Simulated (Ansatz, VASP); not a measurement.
## Two plane-wave programs on P

File INCAR:

```
  PREC = Accurate
  ENCUT = 520
  EDIFF = 1E-7
  ISMEAR = 0
  SIGMA = 0.15
  LREAL = F
  LASPH = T
  NELM = 80
  ALGO = Normal
  ISIF = 2
  LWAVE = F
  LCHARG = T
  GGA = PS
  LELF = T
  LVHAR = T
  NBANDS = 8
```

The input KPOINTS:

```
regular mesh
0
Gamma
  12 12 12
```

POSCAR

```
P
1.0
    4.0592596145      0.0000000000      0.0000000000
    0.0000000000      4.0592596145      0.0000000000
    0.0000000000      0.0000000000      4.1591000000
P
1
Direct
    0.0000000000      0.0000000000      0.0000000000
```

Input for Ansatz:

```yaml
crystal:
  lattice:
    - [4.0592596145, 0.0, 0.0]
    - [0.0, 4.0592596145, 0.0]
    - [0.0, 0.0, 4.1591]
  atoms:
    - { symbol: P, position: [0.0, 0.0, 0.0] }
basis:
  ecutwfc: 420
kpoints:
  mp_grid: { grid: [12, 12, 12] }
hamiltonian:
  xc: pbesol
scf:
  occupations: { method: gaussian, width: 0.15 }
output:
  forces: true
  stress: true
  eigenvalues: true
```

Change from the starting cell: strain -0.050 along x and y, -0.050 along z, atoms carried along.

Alike in both runs: task single point; functional PBEsol; k mesh 12 × 12 × 12; occupations gaussian, width 0.15 eV; no spin polarisation.

```csv
,VASP,Ansatz
version,VASP 6.6.1,Ansatz 0.2.0
potentials or method,"VASP PAW PBE potentials, release 64 (P), cutoff 520 eV","scalar-relativistic, plane waves, PAW"
valence electrons in the cell,5,5
```

|  | VASP | Ansatz | Ansatz less VASP |
| --- | --- | --- | --- |
| gap on the k mesh at the Fermi level (eV) | none | none | - |
| pressure (GPa) | -5.4 | -5.4 | +0.01 |
| traceless stress, the component that is largest in VASP (GPa) | 0.34 | 0.34 | 0.000 |

VASP's potentials were made for PBE, not for PBEsol. A gap of «none» marks a metal or a gap that the smearing closes. The functional is the same, so the differences come from potentials, cutoffs and numerics.
